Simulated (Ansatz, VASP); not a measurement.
## Two plane-wave programs on CoSi

```
CELL_PARAMETERS angstrom
4.43050 0.00000 0.00000
0.00000 4.43050 0.00000
0.00000 0.00000 4.43050
ATOMIC_POSITIONS crystal
Co 0.14503 0.14503 0.14503
Co 0.35497 0.85497 0.64503
Co 0.64503 0.35497 0.85497
Co 0.85497 0.64503 0.35497
Si 0.84319 0.84319 0.84319
Si 0.65681 0.15681 0.34319
Si 0.34319 0.65681 0.15681
Si 0.15681 0.34319 0.65681
```

Alike in both runs: functional PBE; k mesh 12 × 12 × 12; occupations gaussian, width 0.05 eV; no spin polarisation.

Ansatz relaxed the structure, and its values are those at the end. VASP's run is a single point on that final structure, the one shown.

|  | VASP | Ansatz |
| --- | --- | --- |
| version | VASP 6.6.1 | Ansatz 0.2.0 |
| potentials or method | VASP PAW PBE potentials, release 64 (Co, Si) | scalar-relativistic, plane waves, PAW |
| plane-wave cutoff (eV) | 600 | 420 |
| valence electrons in the cell | 52 | 84 |

|  | VASP | Ansatz | Ansatz less VASP |
| --- | --- | --- | --- |
| pressure (GPa) | -0.1 | 0.0 | +0.13 |

With one functional, cell and mesh, what is left measures potentials, basis and numerics. VASP's potentials hold 52 valence electrons a cell and Ansatz's 84, so a difference there can come from the potentials and not from the codes.
